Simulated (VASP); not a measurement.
Write the native input for VASP 6.6.1 that does the following.

```
Task                   : single point
Functional             : PBE
Dispersion             : D3(BJ)
Potentials or basis    : VASP PAW PBE potentials, release 64 (Sn_d, O)
Cutoff                 : 520 eV
k mesh                 : 3 × 3 × 2, shifted
Occupations            : fermi-dirac, width 0.2585 eV
Spin                   : no spin polarisation
Dipole correction      : no
Further INCAR settings : LREAL = Auto; ALGO = Normal; EDIFF = 1e-06; NBANDS = 122
```

The structure of SnO2 lies in POSCAR:

```
SnO2
1.0
   -6.6020692515      0.0000000000      0.0000000000
   -3.3010346257      5.7175596893      0.0000000000
   -3.3010346257      1.9058532297     -8.7544438900
Sn O
8 16
Direct
    0.8924755474      0.9832826198      0.1961929303
    0.4120820580      0.4362320601      0.6829860440
    0.8843276122      0.4765476041      0.7217463587
    0.4252836578      0.9557033339      0.1967040993
    0.9145676033      0.9795360403      0.6880572970
    0.4049817010      0.4572735921      0.2425081509
    0.4026858681      0.9334817305      0.7325104919
    0.8979352434      0.4692599287      0.2309597303
    0.0631553227      0.5947990043      0.8082123878
    0.5008568391      0.0720160746      0.3449939297
    0.5717981430      0.5338229366      0.8571197776
    0.0231765976      0.0637271087      0.3490339350
    0.5607901771      0.0662351148      0.8238765467
    0.0688471429      0.6172297303      0.3652926491
    0.8204642330      0.8229167999      0.5507229312
    0.2331749367      0.3697114413      0.0925190692
    0.5428238796      0.6274523493      0.3267700423
    0.0773773443      0.0469549668      0.8196161961
    0.7431764366      0.3318885351      0.1042270659
    0.2948312242      0.8151784673      0.6134378228
    0.8383486726      0.7994900955      0.0888413941
    0.2923014554      0.2963625644      0.6011556035
    0.3216860763      0.8131799079      0.1077765775
    0.7627436501      0.3200198290      0.5716880550
```

This cell differs from its parent crystal: dynamics (nvt langevin) at 3000 K, volume x 1.06, from the last frame before.

These files were run (other wordings do the same):

INCAR

```
PREC = Accurate ; ENCUT = 520
EDIFF = 1E-6 ; ISMEAR = -1
SIGMA = 0.2585 ; LREAL = Auto
LASPH = T ; NELM = 60
ALGO = Normal ; ISIF = 2
LWAVE = F ; LCHARG = F
GGA = PE ; IVDW = 12
NBANDS = 122
```

KPOINTS

```
Automatic mesh
0
Gamma
  3 3 2
  0 0 0.5
```

Potentials or basis: VASP PAW PBE potentials, release 64 (Sn_d, O).

Run with:

```bash
$ cat potpaw_PBE.64/Sn_d/POTCAR potpaw_PBE.64/O/POTCAR > POTCAR
$ mpirun -np 1 vasp_std > vasp.out
```

Results of the run:

The pressure is -3.6 GPa and the largest force is 5.601 eV/Å. The band gap on the k mesh is 0.84 eV, indirect (least direct gap 1.04 eV) and the dispersion energy per atom is -0.190 eV.

Caveat: spin-orbit coupling is left out, which moves the levels of the heavy elements; forces of over 1 eV/Å act on the atoms, so gaps and moduli don't describe the material at rest.

It took 14 min on 1 thread of AMD EPYC 7R43 64-Core Processor (Zen 3), on a shared host, peak memory 0.5 GiB.
